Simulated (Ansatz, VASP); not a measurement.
**HfS2 in VASP and in Ansatz**

```
CELL_PARAMETERS angstrom
3.70290 0.00000 0.00000
-1.85145 3.20681 0.00000
0.00000 0.00000 5.81957
ATOMIC_POSITIONS crystal
Hf 0.00000 0.00000 0.00000
S 0.33333 0.66667 0.24143
S 0.66667 0.33333 0.75857
```

Change from the starting cell: epitaxial_xy strain +2.0%.

Alike in both runs: task single point; functional PBE; k mesh 12 × 12 × 4; occupations fermi-dirac, width 0.02 eV; no spin polarisation.

|  | VASP | Ansatz |
| --- | --- | --- |
| version | VASP 6.6.1 | Ansatz 0.2.0 |
| potentials or method | VASP PAW PBE potentials, release 64 (Hf_pv, S) | plane waves, PAW |
| plane-wave cutoff (eV) | 500 | 420 |
| valence electrons in the cell | 22 | 38 |

|  | VASP | Ansatz | Ansatz less VASP |
| --- | --- | --- | --- |
| gap on the k mesh at the Fermi level (eV) | 1.14 | 1.12 | -0.016 |
| pressure (GPa) | -0.6 | 0.0 | +0.58 |
| traceless stress, the component that is largest in VASP (GPa) | 2.64 | 2.53 | -0.112 |
| rms of the force components (eV/Å) | 0.018 | 0.048 | +0.0306 |

Atom by atom the forces differ by 0.031 eV/Å (rms over components). The functional is the same, so the differences come from potentials, cutoffs and numerics. VASP's potentials hold 22 valence electrons a cell and Ansatz's 38, so a difference there can come from the potentials and not from the codes.

Spin-orbit coupling is off throughout.
